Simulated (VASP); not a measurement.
TiAl, 2 atoms in the cell. The structure is orthorhombic, space group Pmmm (No. 47). Conventional cell: a = 2.809 Å, b = 3.156 Å, c = 3.387 Å, α = 90.00°, β = 90.00°, γ = 90.00°. Ti (site symmetry mmm) has 8 Al at 2.71 Å and 6 Ti at 2.81 to 3.39 Å within 3.6 Å. Al (site symmetry mmm) has 8 Ti at 2.71 Å and 6 Al at 2.81 to 3.39 Å within 3.6 Å.  This cell differs from its parent crystal: normal strain along x -0.1100, normal strain along y +0.0733.

```yaml
Program: VASP 6.6.1
Task: single point
Functional: PBEsol
Potentials_or_basis: VASP PAW PBE potentials, release 64 (Ti_sv, Al)
Cutoff: 520 eV
k_mesh: 14 × 14 × 14
Occupations: gaussian, width 0.15 eV
Spin: no spin polarisation
Dipole_correction: no
Further_INCAR_settings: ALGO = Fast; EDIFF = 1e-06; NBANDS = 14
```

Potentials or basis: VASP PAW PBE potentials, release 64 (Ti_sv, Al).

Launch:

```bash
$ cat potpaw_PBE.64/Ti_sv/POTCAR potpaw_PBE.64/Al/POTCAR > POTCAR
$ mpirun -np 1 vasp_std > vasp.out
```

Hardware: 1 thread of Intel(R) Xeon(R) 6975P-C (Granite Rapids), on a shared host.

Problem. Estimate the wall time of this run.

Solution. Run time: 110 s on 1 thread of Intel(R) Xeon(R) 6975P-C (Granite Rapids) (shared host), peak memory 0.32 GiB. Counts: scf iterations 23, k points 512.
